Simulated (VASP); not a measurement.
The system is KI.

```xyz
2
Lattice="4.2038 0.0000 0.0000 0.0000 4.2909 0.0000 0.0000 0.0000 4.2909" Properties=species:S:1:pos:R:3 pbc="T T T"
K     0.0000    0.0000    0.0000
I     2.1019    2.1455    2.1455
```

This cell differs from its parent crystal: uniaxial x strain -2.0%.

Base run:

```yaml
Program: VASP 6.6.1
Functional: r2SCAN
Potentials_or_basis: VASP PAW PBE potentials, release 64 (K_sv, I)
Cutoff: 550 eV
k_mesh: 6 × 6 × 6
Occupations: gaussian, width 0.01 eV
Spin: no spin polarisation
```

Its results: band gap on the k mesh 4.01 eV, indirect (least direct gap 4.31 eV); pressure 0.3 GPa.

The run is repeated on the same cell with these changes: functional from r2SCAN to PBE; cutoff from 550 eV to 500 eV; occupations from gaussian, width 0.01 eV to fermi-dirac, width 0.02 eV. What comes out?

Band gap on the k mesh 3.30 eV, indirect (least direct gap 3.65 eV); pressure 0.8 GPa.

Caveats: spin-orbit coupling is left out, which moves the levels of the heavy elements; the PAW data sets were made with another functional, which shifts forces and pressure a little (some runs).

A k mesh can miss the band edges.
